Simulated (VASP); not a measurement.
# Ni (P6_3/mmc) in VASP: notebook

Runs on Ni. Level: PBE. Tasks: single point.

Everything below comes from runs of VASP 6.6.1. Logs are shortened: lines on timing, memory, paths and dates and some standing lists are left out, and cuts for length are marked.

## (1) The cell of the first run

The structure is hexagonal, space group P6_3/mmc (No. 194). Conventional cell: a = 2.398 Å, b = 2.398 Å, c = 3.990 Å, α = 90.00°, β = 90.00°, γ = 120.00°. Ni (site symmetry -6m2) has 12 Ni at 2.40 to 2.43 Å within 3.2 Å.

This isn't the form of Ni at room conditions, which is fcc.

## (2) Single point, PBE, collinear spin, ferromagnetic start (9.93 Å³/atom)

Input file INCAR:

```
ALGO = Fast
EDIFF = 1E-6
ENCUT = 520
GGA = PE
ISIF = 2
ISMEAR = -1
ISPIN = 2
LASPH = T
LCHARG = F
LMAXMIX = 4
LORBIT = 11
LREAL = F
LWAVE = F
MAGMOM = 1 1
NBANDS = 21
NELM = 150
PREC = Accurate
SIGMA = 0.05
```

Input file KPOINTS:

```
k-points
0
Gamma
  12 12 7
```

Input file POSCAR:

```
Ni
1.0
    2.3980492245      0.0000000000      0.0000000000
   -1.1990246123      2.0767715480      0.0000000000
    0.0000000000      0.0000000000      3.9896657190
Ni
2
Direct
    0.6666666667      0.3333333333      0.7500000000
    0.3333333333      0.6666666667      0.2500000000
```

Potentials or basis: VASP PAW PBE potentials, release 64 (Ni).

Started as:

```sh
$ cat potpaw_PBE.64/Ni/POTCAR > POTCAR
$ mpirun -np 1 vasp_std > vasp.out
```

OUTCAR:

```text
EDIFF = 1E-6
   ENCUT = 520
   GGA = PE
   ISIF = 2
   ISMEAR = -1
   ISPIN = 2
   LASPH = T
   LORBIT = 11
   LREAL = F
   NELM = 150
   PREC = Accurate

 ion  position               nearest neighbor table
   1  0.667  0.333  0.750-   2 2.43   2 2.43   2 2.43   2 2.43   2 2.43   2 2.43
   2  0.333  0.667  0.250-   1 2.43   1 2.43   1 2.43   1 2.43   1 2.43   1 2.43

  LATTYP: Found a hexagonal cell.
 ALAT       =     2.3980492245
 C/A-ratio  =     1.6637130207

  Lattice vectors:

 A1 = (   2.3980492245,   0.0000000000,   0.0000000000)
 A2 = (  -1.1990246123,   2.0767715480,   0.0000000000)
 A3 = (   0.0000000000,   0.0000000000,   3.9896657190)

Analysis of symmetry for initial positions (statically):
=====================================================================
 Subroutine PRICEL returns:
 Original cell was already a primitive cell.

 Routine SETGRP: Setting up the symmetry group for a
 hexagonal supercell.

 Subroutine GETGRP returns: Found 24 space group operations
 (whereof 12 operations were pure point group operations)
 out of a pool of 24 trial point group operations.

The static configuration has the point symmetry D_3d.
 The point group associated with its full space group is D_6h.

Analysis of symmetry for dynamics (positions and initial velocities):
=====================================================================
 Subroutine PRICEL returns:
 Original cell was already a primitive cell.

 Routine SETGRP: Setting up the symmetry group for a
 hexagonal supercell.

 Subroutine GETGRP returns: Found 24 space group operations
 (whereof 12 operations were pure point group operations)
 out of a pool of 24 trial point group operations.

The dynamic configuration has the point symmetry D_3d.
 The point group associated with its full space group is D_6h.

Analysis of structural, dynamic, and magnetic symmetry:
=====================================================================
 Subroutine PRICEL returns:
 Original cell was already a primitive cell.

 Routine SETGRP: Setting up the symmetry group for a
 hexagonal supercell.

 Subroutine GETGRP returns: Found 24 space group operations
 (whereof 12 operations were pure point group operations)
 out of a pool of 24 trial point group operations.

The overall configuration has the point symmetry D_3d.
 The point group associated with its full space group is D_6h.

 Subroutine INISYM returns: Found 24 space group operations
 (whereof 12 operations are pure point group operations),
 and found     1 'primitive' translations

----------------------------------------------------------------------------------------

                                     Primitive cell

  volume of cell :      19.8693

  direct lattice vectors                    reciprocal lattice vectors
     2.398049224  0.000000000  0.000000000     0.417005618  0.240758306  0.000000000
    -1.199024612  2.076771548  0.000000000     0.000000000  0.481516612  0.000000000
     0.000000000  0.000000000  3.989665719     0.000000000  0.000000000  0.250647566

  length of vectors
     2.398049224  2.398049225  3.989665719     0.481516612  0.481516612  0.250647566

  position of ions in fractional coordinates (direct lattice)
     0.666666667  0.333333333  0.750000000
     0.333333333  0.666666667  0.250000000

  ion indices of the primitive-cell ions
   primitive index   ion index
                 1           1
                 2           2

----------------------------------------------------------------------------------------

 KPOINTS: k-points

Automatic generation of k-mesh.
 Grid dimensions read from file:
 generate k-points for:   12   12    7

 Generating k-lattice:

  Cartesian coordinates                     Fractional coordinates (reciprocal lattice)
     0.034750468  0.020063192  0.000000000     0.083333333  0.000000000  0.000000000
     0.000000000  0.040126384  0.000000000     0.000000000  0.083333333  0.000000000
     0.000000000  0.000000000  0.035806795     0.000000000  0.000000000  0.142857143

  Length of vectors
     0.040126384  0.040126384  0.035806795

  Shift w.r.t. Gamma in fractional coordinates (k-lattice)
     0.000000000  0.000000000  0.000000000

 Subroutine IBZKPT returns following result:
 ===========================================

 Found     76 irreducible k-points:

 Following reciprocal coordinates:
            Coordinates               Weight
  0.000000  0.000000  0.000000      1.000000
  0.083333  0.000000  0.000000      6.000000
  0.166667  0.000000  0.000000      6.000000
  0.250000  0.000000  0.000000      6.000000
  0.333333  0.000000  0.000000      6.000000
  0.416667  0.000000  0.000000      6.000000
[... 16 lines left out ...]
  0.250000  0.000000  0.142857     12.000000
  0.333333  0.000000  0.142857     12.000000
 [... further k-points ...]
   k-points           NKPTS =     76   k-points in BZ     NKDIM =     76   number of bands    NBANDS=     21
   number of dos      NEDOS =    301   number of ions     NIONS =      2
   total plane-waves  NPLWV =   9720
   dimension x,y,z NGX =    18 NGY =   18 NGZ =   30
   dimension x,y,z NGXF=    36 NGYF=   36 NGZF=   60
   ions per type =               2
   NGX,Y,Z   is equivalent  to a cutoff of  12.48, 12.48, 12.50 a.u.
   NGXF,Y,Z  is equivalent  to a cutoff of  24.96, 24.96, 25.00 a.u.
 SYSTEM =  unknown system
   PREC   = accura    normal or accurate (medium, high low for compatibility)
   ISTART =      0    job   : 0-new  1-cont  2-samecut
   ICHARG =      2    charge: 1-file 2-atom 10-const
   ISPIN  =      2    spin polarized calculation?
   LNONCOLLINEAR =      F non collinear calculations
   LSORBIT =      F    spin-orbit coupling
   LASPH  =      T    aspherical Exc in radial PAW
   ENCUT  =  520.0 eV  38.22 Ry    6.18 a.u.   4.46  4.46  7.42*2*pi/ulx,y,z
   NELM   =    150;   NELMIN=  2; NELMDL= -5     # of ELM steps
   EDIFF  = 0.1E-05   stopping-criterion for ELM
   LREAL  =      F    real-space projection
[... 7 lines left out ...]
   TEBEG  =    0.0;   TEEND  =   0.0 temperature during run
   PSTRESS=    0.0 pullay stress
   NELECT =      20.0000    total number of electrons
   NUPDOWN=      -1.0000    fix difference up-down
   EMIN   =  10.00;   EMAX   =-10.00  energy-range for DOS
   EFERMI =   0.00;   METHOD = LEGACY
   ISMEAR =    -1;   SIGMA  =   0.05  broadening in eV -4-tet -1-fermi 0-gaus
   EFERMI_NEDOS =   21; number of points for ismear=-14 and -15
   IALGO  =     68    algorithm
   IMIX   =      4    mixing-type and parameters
     AMIX     =   0.40;   BMIX     =  1.00
     AMIX_MAG =   1.60;   BMIX_MAG =  1.00
  volume/ion in A,a.u.               =       9.93        67.04
  Fermi-wavevector in a.u.,A,eV,Ry     =   1.640679  3.100434 36.624555  2.691829
  Thomas-Fermi vector in A             =   2.731277
   LORBIT       =     11    0 simple, 1 ext, 2 COOP (PROOUT), +10 PAW based schemes
   GGA     = PE    functional components
   LHFCALC =     F    Hartree Fock is set to
   AEXX    =    0.0000 exact exchange contribution
   IVDW    =     0    specifies the selected vdW correction
   LEPSILON=     F    determine dielectric tensor
   LRPA    =     F    only Hartree local field effects (RPA)
 spin polarized calculation
 RMM-DIIS sequential band-by-band and
  energy-cutoff  :      520.00
  volume of cell :       19.87
 maximum number of plane-waves:       553
 NGX is ok and might be reduce to    18
   NGX =  9   NGY =  9   NGZ = 15

 number of electron      19.9999985 magnetization       1.1996747

 Free energy of the ion-electron system (eV)
  ---------------------------------------------------
  ext. energy  EPLUGINS =         0.00000000
  ---------------------------------------------------
  free energy    TOTEN  =       -10.76898525 eV

  energy without entropy =      -10.73541216  energy(sigma->0) =      -10.75219870

 E-fermi :  10.7412     XC(G=0): -13.7992

 val. band max:       10.7348496448   @ k =   0.3333   0.0833   0.1429
 cond. band min:      10.7452100998   @ k =   0.2500   0.1667   0.4286
 fundamental gap:      0.0103604550
 Fermi energy:        10.7411890264

 spin component 1

 k-point     1 :       0.0000    0.0000    0.0000
  band No.  band energies     occupation
      1       1.0634      1.00000
      2       5.3666      1.00000
      3       8.0011      1.00000
      4       8.1713      1.00000
      5       8.1713      1.00000
      6       8.4636      1.00000
[... 13 lines left out ...]
     20      38.5666      0.00000
     21      42.6485      0.00000

 k-point     2 :       0.0833    0.0000    0.0000
  band No.  band energies     occupation
      1       1.3247      1.00000
      2       5.5322      1.00000
      3       7.8798      1.00000
      4       8.2578      1.00000
      5       8.2914      1.00000
      6       8.4048      1.00000
[... 13 lines left out ...]
     20      41.1643      0.00000
     21      41.7259      0.00000

 k-point     3 :       0.1667    0.0000    0.0000
  band No.  band energies     occupation
      1       2.0829      1.00000
      2       5.9467      1.00000
      3       7.6268      1.00000
      4       7.8425      1.00000
      5       8.1881      1.00000
      6       8.5604      1.00000
[... 13 lines left out ...]
     20      40.8049      0.00000
     21      41.3497      0.00000
[... 457 lines left out ...]
 k-point    23 :       0.2500    0.0000    0.1429
  band No.  band energies     occupation
      1       3.4074      1.00000
      2       6.2981      1.00000
      3       6.9946      1.00000
      4       7.5084      1.00000
      5       7.9611      1.00000
      6       8.5658      1.00000
[... 13 lines left out ...]
     20      38.3403      0.00000
     21      39.3532      0.00000

 k-point    24 :       0.3333    0.0000    0.1429
  band No.  band energies     occupation
      1       4.6369      1.00000
      2       6.2365      1.00000
      3       6.6196      1.00000
      4       7.4450      1.00000
      5       8.1403      1.00000
      6       8.4281      1.00000
[... 13 lines left out ...]
     20      36.9170      0.00000
     21      40.0599      0.00000

 [... further k-points ...]

 spin component 2

 k-point     1 :       0.0000    0.0000    0.0000
  band No.  band energies     occupation
      1       1.0408      1.00000
      2       5.7508      1.00000
      3       8.6832      1.00000
      4       8.8224      1.00000
      5       8.8224      1.00000
      6       9.1333      1.00000
[... 13 lines left out ...]
     20      38.6531      0.00000
     21      42.7463      0.00000

 k-point     2 :       0.0833    0.0000    0.0000
  band No.  band energies     occupation
      1       1.3025      1.00000
      2       5.9259      1.00000
      3       8.5305      1.00000
      4       8.9322      1.00000
      5       8.9470      1.00000
      6       9.0692      1.00000
[... 13 lines left out ...]
     20      41.2453      0.00000
     21      41.8149      0.00000

 k-point     3 :       0.1667    0.0000    0.0000
  band No.  band energies     occupation
      1       2.0638      1.00000
      2       6.3710      1.00000
      3       8.2052      1.00000
      4       8.2401      1.00000
      5       8.8362      1.00000
      6       9.2496      1.00000
[... 13 lines left out ...]
     20      40.8529      0.00000
     21      41.4358      0.00000
[... 457 lines left out ...]
 k-point    23 :       0.2500    0.0000    0.1429
  band No.  band energies     occupation
      1       3.4083      1.00000
      2       6.7260      1.00000
      3       7.4023      1.00000
      4       8.0601      1.00000
      5       8.5893      1.00000
      6       9.1350      1.00000
[... 13 lines left out ...]
     20      38.4283      0.00000
     21      39.4239      0.00000

 k-point    24 :       0.3333    0.0000    0.1429
  band No.  band energies     occupation
      1       4.7179      1.00000
      2       6.6990      1.00000
      3       7.0496      1.00000
      4       7.9559      1.00000
      5       8.7445      1.00000
      6       9.0230      1.00000
[... 13 lines left out ...]
     20      37.0105      0.00000
     21      40.1194      0.00000

 [... further k-points ...]

------------------------ aborting loop because EDIFF is reached ----------------------------------------

  FORCE on cell =-STRESS in cart. coord.  units (eV):
  Direction    XX          YY          ZZ          XY          YZ          ZX
  --------------------------------------------------------------------------------------
  -------------------------------------------------------------------------------------
  Total        3.0696737      3.0696737      2.5106357     -0.0000000      0.0000000      0.0000000
  in kB      247.5252264    247.5252264    202.4468203     -0.0000000      0.0000000      0.0000000
  external PRESSURE =     232.4990910 kB  Pullay stress =       0.0000000 kB

 VOLUME and BASIS-vectors are now :
 -----------------------------------------------------------------------------
  energy-cutoff  :      520.00
  volume of cell :       19.87
      direct lattice vectors                 reciprocal lattice vectors
     2.398049224  0.000000000  0.000000000     0.417005618  0.240758306  0.000000000
    -1.199024612  2.076771548  0.000000000     0.000000000  0.481516612  0.000000000
     0.000000000  0.000000000  3.989665719     0.000000000  0.000000000  0.250647566

 POSITION                                       TOTAL-FORCE (eV/Angst)
 -----------------------------------------------------------------------------------
      1.19902      0.69226      2.99225        -0.000000      0.000000     -0.000000
     -0.00000      1.38451      0.99742         0.000000     -0.000000      0.000000
 -----------------------------------------------------------------------------------
    total drift:                               -0.000000      0.000000     -0.000000

  FREE ENERGIE OF THE ION-ELECTRON SYSTEM (eV)
  ---------------------------------------------------
  free  energy   TOTEN  =       -10.7689852514 eV

  energy  without entropy=      -10.7354121577  energy(sigma->0) =      -10.75219870

 total charge

# of ion       s       p       d       tot
------------------------------------------
    1        0.538   0.584   8.367   9.489
    2        0.538   0.584   8.367   9.489
--------------------------------------------------
tot          1.076   1.168  16.734  18.978

 magnetization (x)

# of ion       s       p       d       tot
------------------------------------------
    1       -0.005  -0.025   0.633   0.603
    2       -0.005  -0.025   0.633   0.603
--------------------------------------------------
tot         -0.010  -0.050   1.266   1.206
```

Wall time 27 s (1 thread of Intel Xeon 6975P-C (Granite Rapids), shared host); peak memory 0.17 GiB.

Results:

```
Free energy                                           : -10.7690 eV
Pressure                                              : 23.2 GPa
Net moment                                            : 1.20 μB per cell
Site moments                                          : Ni +0.60 μB
Valence electrons inside the program's atomic spheres : Ni 9.49
```

Stress tensor (GPa, compression positive):
```
24.75  0.00  0.00
 0.00 24.75  0.00
 0.00  0.00 20.24
```

Caveat: the cell stands under pressure.

## (3) Single point, PBE, collinear spin, ferromagnetic start (10.36 Å³/atom)

This run uses another cell than the first one, of 10.36 Å³/atom.

Input file INCAR:

```
ALGO = Normal
EDIFF = 1E-6
ENCUT = 520
GGA = PE
ISIF = 2
ISMEAR = -1
ISPIN = 2
LASPH = True
LCHARG = False
LMAXMIX = 4
LORBIT = 11
LREAL = False
LWAVE = False
MAGMOM = 1 1
NBANDS = 21
NELM = 150
PREC = Accurate
SIGMA = 0.05
```

KPOINTS is that of step 2.

Input file POSCAR:

```
Ni
1.0
    2.4315927189      0.0000000000      0.0000000000
   -1.2157963594      2.1058210663      0.0000000000
    0.0000000000      0.0000000000      4.0454724674
Ni
2
Direct
    0.6666666667      0.3333333333      0.7500000000
    0.3333333333      0.6666666667      0.2500000000
```

Potentials or basis: VASP PAW PBE potentials, release 64 (Ni).

Started as:

```sh
$ cat potpaw_PBE.64/Ni/POTCAR > POTCAR
$ mpirun -np 1 vasp_std > vasp.out
```

It took 24 s on 1 thread of Intel Xeon 6975P-C (Granite Rapids), shared host; peak memory 0.17 GiB.

The run converged. Its results:

```yaml
Free_energy: -10.8605 eV
Pressure: 11.8 GPa
Net_moment: 1.25 μB per cell
Site_moments: Ni +0.63 μB
Valence_electrons_inside_the_program's_atomic_spheres: Ni 9.40
```

Stress tensor (GPa, compression positive):
```
13.16  0.00  0.00
 0.00 13.16  0.00
 0.00  0.00  9.09
```

Levels at points of the mesh, in eV from the Fermi level:
Spin up:
```
           k point  band 9  band 10  band 11  band 12  band 13  band 14
(0.00, 0.00, 0.00)   -1.67    -0.71    -0.71    -0.60     5.74    23.24
(0.50, 0.00, 0.00)   -0.54    -0.46     1.25     3.26     9.55    10.15
```
Spin down:
```
           k point  band 7  band 8  band 9  band 10  band 11  band 12  band 13  band 14
(0.00, 0.00, 0.00)   -1.50   -1.02   -1.02    -0.65    -0.02    -0.02     6.17    23.11
(0.50, 0.00, 0.00)   -1.50    0.16    0.19     0.32     1.73     3.64     9.67    10.27
```

Caveat: the cell stands under pressure.
